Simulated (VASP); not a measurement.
C, a slab with vacuum:

```xyz
2
Lattice="2.4562 0.0000 0.0000 -1.2281 2.1271 0.0000 0.0000 0.0000 8.5238" Properties=species:S:1:pos:R:3 pbc="T T T"
C     0.0000    1.4181    0.0000
C     1.2281    0.7090    0.0000
```

Base run:

| Item | Value |
| --- | --- |
| Program | VASP 6.6.1 |
| Functional | PBEsol |
| Potentials or basis | VASP PAW PBE potentials, release 64 (C) |
| Cutoff | 600 eV |
| k mesh | 8 × 8 × 2 |
| Occupations | fermi-dirac, width 0.05 eV |
| Spin | no spin polarisation |

Its results: band gap on the k mesh 1.99 eV, direct.

Problem. The run is repeated on the same cell with these changes: k mesh from 8 × 8 × 2 to 5 × 5 × 2. What comes out?

Solution. Band gap on the k mesh 2.82 eV, direct.

Caveats: some runs use coarse meshes.

A k mesh can miss the band edges.
